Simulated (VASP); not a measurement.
# Cd3HgSe4 (P-43m) in VASP: notebook, part 2 of 2

VASP 6.6.1.

## Step 4: Single point, LDA

INCAR

```
PREC = Accurate ; ENCUT = 520
EDIFF = 1E-6 ; ISMEAR = 0
SIGMA = 0.01 ; LREAL = F
LASPH = T ; NELM = 60
ALGO = Normal ; ISIF = 2
LWAVE = F ; LCHARG = T
GGA = CA ; LELF = T
LVHAR = T ; NBANDS = 46
```

KPOINTS

```
regular mesh
0
Gamma
  6 6 6
```

POSCAR

```
Cd3HgSe4
1.0
    6.2119694000      0.0000000000      0.0000000000
    0.0000000000      6.2119694000      0.0000000000
    0.0000000000      0.0000000000      6.2119694000
Cd Hg Se
3 1 4
Direct
    0.5000000000      0.0000000000      0.0000000000
    0.0000000000      0.0000000000      0.5000000000
    0.0000000000      0.5000000000      0.0000000000
    0.5000000000      0.5000000000      0.5000000000
    0.7518100000      0.2481900000      0.7518100000
    0.7518100000      0.7518100000      0.2481900000
    0.2481900000      0.2481900000      0.2481900000
    0.2481900000      0.7518100000      0.7518100000
```

Potentials or basis: VASP PAW LDA potentials, release 64 (Cd, Hg, Se).

On the command line:

```sh
cat potpaw_LDA.64/Cd/POTCAR potpaw_LDA.64/Hg/POTCAR potpaw_LDA.64/Se/POTCAR > POTCAR
mpirun -np 1 vasp_std > vasp.out
```

It took 1.9 min on 1 thread of AMD EPYC 9R45 (Zen 5), shared host; peak memory 0.35 GiB.

Results (log left out):

```yaml
Free_energy: -25.4979 eV
Pressure: -4.0 GPa
Largest_force: 0.015 eV/Å
Band_gap_on_the_k_mesh: zero (filled and empty bands touch)
```

Forces in eV/Å, atoms in the order of the input:
```
Cd   0.000  0.000  0.000
Cd   0.000  0.000  0.000
Cd   0.000  0.000  0.000
Hg   0.000  0.000  0.000
Se  -0.009  0.009 -0.009
Se  -0.009 -0.009  0.009
Se   0.009  0.009  0.009
Se   0.009 -0.009 -0.009
```

Levels at points of the mesh, in eV from the Fermi level:
```csv
k point,band 33,band 34,band 35,band 36,band 37,band 38,band 39,band 40
"(0.00, 0.00, 0.00)",-1.75,-0.13,0.00,0.00,0.00,2.81,3.02,3.02
"(0.50, 0.00, 0.00)",-1.06,-1.06,-0.91,-0.91,2.53,2.85,3.75,4.02
"(0.50, 0.50, 0.00)",-0.87,-0.74,-0.69,-0.69,2.56,3.31,3.31,3.38
"(0.50, 0.50, 0.50)",-0.78,-0.61,-0.61,-0.61,1.20,2.04,2.04,2.04
```

Caveat: spin-orbit coupling is left out, which moves the levels of the heavy elements.

## Step 5: Single point, PBE

INCAR

```
SYSTEM = Cd3HgSe4
ALGO = Normal
EDIFF = 1E-6
ENCUT = 520
GGA = PE
ISIF = 2
ISMEAR = 0
LASPH = .True.
LCHARG = .False.
LREAL = .False.
LWAVE = .False.
NBANDS = 46
NELM = 60
PREC = Accurate
SIGMA = 0.01
```

KPOINTS

```
k-points
0
Gamma
  6 6 6
  0 0 0
```

POSCAR is that of step 4.

Potentials or basis: VASP PAW PBE potentials, release 64 (Cd, Hg, Se).

On the command line:

```sh
cat potpaw_PBE.64/Cd/POTCAR potpaw_PBE.64/Hg/POTCAR potpaw_PBE.64/Se/POTCAR > POTCAR
mpirun -np 1 vasp_std > vasp.out
```

OUTCAR:

```text
SYSTEM = Cd3HgSe4
   EDIFF = 1E-6
   ENCUT = 520
   GGA = PE
   ISIF = 2
   ISMEAR = 0
   LASPH = .True.
   LREAL = .False.
   NELM = 60
   PREC = Accurate

 ion  position               nearest neighbor table
   1  0.500  0.000  0.000-   5 2.68   6 2.68   7 2.68   8 2.68
   2  0.000  0.000  0.500-   5 2.68   6 2.68   7 2.68   8 2.68
   3  0.000  0.500  0.000-   5 2.68   6 2.68   7 2.68   8 2.68
   4  0.500  0.500  0.500-   5 2.71   6 2.71   7 2.71   8 2.71
   5  0.752  0.248  0.752-   2 2.68   1 2.68   3 2.68   4 2.71
   6  0.752  0.752  0.248-   2 2.68   1 2.68   3 2.68   4 2.71
   7  0.248  0.248  0.248-   2 2.68   1 2.68   3 2.68   4 2.71
[... 1186 lines left out ...]
  Total        0.3527655      0.3527655      0.3527655     -0.0000000      0.0000000     -0.0000000
  in kB        2.3578098      2.3578098      2.3578098     -0.0000000      0.0000000     -0.0000000
  external PRESSURE =       2.3578098 kB  Pullay stress =       0.0000000 kB

 VOLUME and BASIS-vectors are now :
 -----------------------------------------------------------------------------
  energy-cutoff  :      520.00
  volume of cell :      239.71
      direct lattice vectors                 reciprocal lattice vectors
     6.211969400  0.000000000  0.000000000     0.160979544  0.000000000  0.000000000
     0.000000000  6.211969400  0.000000000     0.000000000  0.160979544  0.000000000
     0.000000000  0.000000000  6.211969400     0.000000000  0.000000000  0.160979544

 POSITION                                       TOTAL-FORCE (eV/Angst)
 -----------------------------------------------------------------------------------
      3.10598      0.00000      0.00000         0.000000      0.000000      0.000000
      0.00000      0.00000      3.10598         0.000000      0.000000      0.000000
      0.00000      3.10598      0.00000         0.000000      0.000000      0.000000
      3.10598      3.10598      3.10598         0.000000      0.000000      0.000000
      4.67022      1.54175      4.67022        -0.001179      0.001179     -0.001179
      4.67022      4.67022      1.54175        -0.001179     -0.001179      0.001179
      1.54175      1.54175      1.54175         0.001179      0.001179      0.001179
      1.54175      4.67022      4.67022         0.001179     -0.001179     -0.001179
 -----------------------------------------------------------------------------------
    total drift:                                0.000000      0.000000     -0.000000

  FREE ENERGIE OF THE ION-ELECTRON SYSTEM (eV)
  ---------------------------------------------------
  free  energy   TOTEN  =       -20.5641492273 eV

  energy  without entropy=      -20.5641492273  energy(sigma->0) =      -20.56414923
```

OSZICAR:

```text
N       E                     dE             d eps       ncg     rms          rms(c)
DAV:   1     0.503905944951E+03    0.50391E+03   -0.33369E+04  1848   0.140E+03
DAV:   2     0.106062352836E+02   -0.49330E+03   -0.47894E+03  2030   0.339E+02
DAV:   3    -0.216211762042E+02   -0.32227E+02   -0.32014E+02  2168   0.839E+01
DAV:   4    -0.220167651236E+02   -0.39559E+00   -0.39510E+00  2050   0.876E+00
DAV:   5    -0.220205752402E+02   -0.38101E-02   -0.38098E-02  2134   0.816E-01    0.116E+01
DAV:   6    -0.206029552007E+02    0.14176E+01   -0.29575E+00  2178   0.126E+01    0.927E+00
DAV:   7    -0.205690581221E+02    0.33897E-01   -0.11904E+00  1998   0.417E+00    0.409E+00
DAV:   8    -0.205663387336E+02    0.27194E-02   -0.15302E-01  1966   0.292E+00    0.570E-01
DAV:   9    -0.205637163747E+02    0.26224E-02   -0.28980E-02  1990   0.149E+00    0.202E-01
DAV:  10    -0.205639457305E+02   -0.22936E-03   -0.20283E-03  2006   0.331E-01    0.996E-02
DAV:  11    -0.205642331772E+02   -0.28745E-03   -0.11835E-03  2014   0.190E-01    0.567E-02
DAV:  12    -0.205641482597E+02    0.84918E-04   -0.28225E-04  1978   0.115E-01    0.237E-02
DAV:  13    -0.205641497362E+02   -0.14765E-05   -0.31808E-05  2028   0.194E-02    0.151E-02
DAV:  14    -0.205641492273E+02    0.50889E-06   -0.33557E-06  1708   0.130E-02
   1 F= -.20564149E+02 E0= -.20564149E+02  d E =-.898893E-13
```

It took 1.7 min on 1 thread of AMD EPYC 9R45 (Zen 5), shared host; peak memory 0.41 GiB.

Results:

```
Free energy            : -20.5641 eV
Pressure               : 0.2 GPa
Band gap on the k mesh : 0.09 eV, direct
```

Forces in eV/Å, atoms in the order of the input:
```
Cd   0.000  0.000  0.000
Cd   0.000  0.000  0.000
Cd   0.000  0.000  0.000
Hg   0.000  0.000  0.000
Se  -0.001  0.001 -0.001
Se  -0.001 -0.001  0.001
Se   0.001  0.001  0.001
Se   0.001 -0.001 -0.001
```

Caveat: spin-orbit coupling is left out, which moves the levels of the heavy elements.

## Step 6: Single point, PBE

INCAR

```
  PREC = Accurate
  ENCUT = 520
  EDIFF = 1E-7
  ISMEAR = 0
  SIGMA = 0.01
  LREAL = F
  LASPH = T
  NELM = 100
  ALGO = Normal
  ISIF = 2
  LWAVE = F
  LCHARG = T
  GGA = PE
  LELF = T
  LVHAR = T
  NBANDS = 46
```

KPOINTS

```
regular mesh
0
Gamma
  6 6 6
```

POSCAR is that of step 5.

Potentials or basis: VASP PAW PBE potentials, release 64 (Cd, Hg, Se).

On the command line:

```sh
cat potpaw_PBE.64/Cd/POTCAR potpaw_PBE.64/Hg/POTCAR potpaw_PBE.64/Se/POTCAR > POTCAR
mpirun -np 1 vasp_std > vasp.out
```

Run time: 2.1 min. Hardware: 1 thread of AMD EPYC 9R45 (Zen 5), shared host; peak memory 0.41 GiB.

Results (log left out):

```
Free energy            : -20.5641 eV
Pressure               : 0.2 GPa
Band gap on the k mesh : 0.09 eV, direct
```

Levels at points of the mesh, in eV from the valence-band top:
| k point | band 32 | band 33 | band 34 | band 35 | band 36 | band 37 | band 38 | band 39 | band 40 | band 41 |
| --- | --- | --- | --- | --- | --- | --- | --- | --- | --- | --- |
| (0.00, 0.00, 0.00) | -1.72 | -1.72 | 0.00 | 0.00 | 0.00 | 0.09 | 2.92 | 3.23 | 3.23 | 3.23 |
| (0.50, 0.00, 0.00) | -2.02 | -1.04 | -1.04 | -0.89 | -0.89 | 2.63 | 3.02 | 3.93 | 4.20 | 4.43 |
| (0.50, 0.50, 0.00) | -1.85 | -0.85 | -0.73 | -0.67 | -0.67 | 2.65 | 3.47 | 3.47 | 3.54 | 5.78 |
| (0.50, 0.50, 0.50) | -0.77 | -0.77 | -0.60 | -0.60 | -0.60 | 1.33 | 2.23 | 2.23 | 2.23 | 6.31 |

Caveat: spin-orbit coupling is left out, which moves the levels of the heavy elements.

## Step 7: Summary

| level | potentials or basis | k mesh | smearing | gap on the mesh (eV) | pressure (GPa) |
| --- | --- | --- | --- | --- | --- |
| PBE | VASP PAW PBE potentials, release 64 (Cd, Hg, Se) | 4 × 4 × 4 | gaussian 0.2 eV | - | 0.3 |
| PBE | VASP PAW PBE potentials, release 64 (Cd, Hg, Se) | 4 × 4 × 4 | gaussian 0.1 eV | 0.09 | 0.2 |
| LDA | VASP PAW LDA potentials, release 64 (Cd, Hg, Se) | 6 × 6 × 6 | gaussian 0.01 eV | none | -4.0 |
| PBE | VASP PAW PBE potentials, release 64 (Cd, Hg, Se) | 6 × 6 × 6 | gaussian 0.01 eV | 0.09 | 0.2 |

Alike in all rows: task single point; no spin polarisation; cell as given; cutoff (eV) 520.

Caveats: spin-orbit coupling is left out, which moves the levels of the heavy elements.

Total energies depend on the potentials used, so only differences within one code and one set of settings carry meaning.
